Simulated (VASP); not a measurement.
**Pd: single point with LDA**

The system is Pd.

```
Pd
1.0
    -1.69806    1.69806    1.44650
     1.69806   -1.69806    1.44650
     1.69806    1.69806   -1.44650
Pd
1
Direct
  0.00000 0.00000 0.00000
```

This cell differs from its parent crystal: strain +0.080 along x and y, -0.080 along z.

```yaml
Program: VASP 6.6.1
Task: single point
Functional: LDA
Potentials_or_basis: VASP PAW LDA potentials, release 64 (Pd)
Cutoff: 520 eV
k_mesh: 22 × 22 × 22
Occupations: gaussian, width 0.15 eV
Spin: no spin polarisation
```

```json
{
 "Pressure": "-22.3 GPa",
 "Band gap on the k mesh": "zero (band 5 reaches 8.01 eV, above the bottom of band 6 at 6.80 eV)"
}
```

Stress tensor (GPa, compression positive):
```
-22.02   0.00   0.00
  0.00 -22.02   0.00
  0.00   0.00 -22.89
```

Levels at points of the mesh, in eV from the Fermi level:
```
           k point  band 2  band 3  band 4  band 5  band 6  band 7  band 8  band 9
(0.00, 0.00, 0.00)   -3.07   -2.03   -2.03   -1.64   -0.37   17.92   17.92   21.40
(0.50, 0.00, 0.00)   -3.77   -0.96   -0.03    0.37    1.98    7.58   14.11   15.30
(0.50, 0.50, 0.00)   -2.67   -1.75   -0.91    0.32    0.92    5.88   16.41   19.25
(0.50, 0.50, 0.50)   -4.35    0.07    0.07    0.32    7.15    7.15   12.11   14.05
```

It took 88 s on 1 thread of Intel Xeon 6975P-C, on a shared host, peak memory 0.26 GiB.

Caveat: the cell differs from its parent crystal (strain +0.080 along x and y, -0.080 along z).
